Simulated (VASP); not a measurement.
The system is Be4ZnTe.

```xyz
6
Lattice="0.0000 3.3759 3.3759 3.3759 0.0000 3.3759 3.3759 3.3759 0.0000" Properties=species:S:1:pos:R:3 pbc="T T T"
Be    0.8467    2.5292    2.5292
Be    2.5292    0.8467    2.5292
Be    2.5292    2.5292    0.8467
Be    0.8467    0.8467    0.8467
Zn    5.0639    5.0639    5.0639
Te    3.3759    3.3759    3.3759
```

The cell was built from a structure type or drawn by symmetry, and may not be a known phase.

| Item | Value |
| --- | --- |
| Program | VASP 6.6.1 |
| Task | relaxation of cell and atoms |
| Functional | PBE |
| Potentials or basis | VASP PAW PBE potentials, release 64 (Be, Zn, Te) |
| Cutoff | 600 eV |
| k mesh | 4 × 4 × 4 |
| Occupations | gaussian, width 0.2 eV |
| Spin | no spin polarisation |

At the start: pressure 0.1 GPa; volume 12.83 Å³/atom.

Where does the relaxation end?

Over 3 steps the energy falls by 3.8 meV/atom and the volume is 12.87 Å³/atom (+0.4 %); space group F-43m (No. 216, to 0.1 Å) before and after.

The path:
```csv
step,energy change (eV),largest force (eV/Å),pressure (GPa),volume (Å³)
1,0.0000,0.2943,0.11,76.95
2,-0.0137,0.1867,0.00,77.05
3,-0.0228,0.0012,-0.10,77.23
```

Final structure:
```
Be Zn Te
1.0
     0.00000    3.37999    3.37999
     3.37999    0.00000    3.37999
     3.37999    3.37999    0.00000
Be Zn Te
4 1 1
Direct
  0.63368 0.12211 0.12211
  0.12211 0.63368 0.12211
  0.12211 0.12211 0.63368
  0.12211 0.12211 0.12211
  0.75000 0.75000 0.75000
  0.50000 0.50000 0.50000
```

Caveat: the k points lie up to 0.40 Å⁻¹ apart in the final cell, too coarse for converged energies and pressures of a metal.
